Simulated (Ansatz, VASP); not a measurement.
# Two plane-wave programs on KF

```
K F
1.0
     0.00000    2.74015    2.74015
     2.74015    0.00000    2.74015
     2.74015    2.74015    0.00000
K F
1 1
Direct
  0.00000 0.00000 0.00000
  0.50000 0.50000 0.50000
```

Alike in both runs: task single point; functional revPBE; k mesh 8 × 8 × 8; occupations gaussian, width 0.05 eV; no spin polarisation.

|  | VASP | Ansatz |
| --- | --- | --- |
| version | VASP 6.6.1 | Ansatz 0.2.0 |
| potentials or method | VASP PAW PBE potentials, release 64 (K_sv, F), cutoff 520 eV | scalar-relativistic, plane waves, PAW |
| valence electrons in the cell | 16 | 16 |

```tsv
	VASP	Ansatz	Ansatz less VASP
gap on the k mesh at the Fermi level (eV)	6.09	6.10	+0.012
least direct gap on the mesh (eV)	6.09	6.10	+0.012
pressure (GPa)	1.0	1.0	+0.01
```

VASP's potentials were made for PBE, not for revPBE. The functional is the same, so the differences come from potentials, cutoffs and numerics.
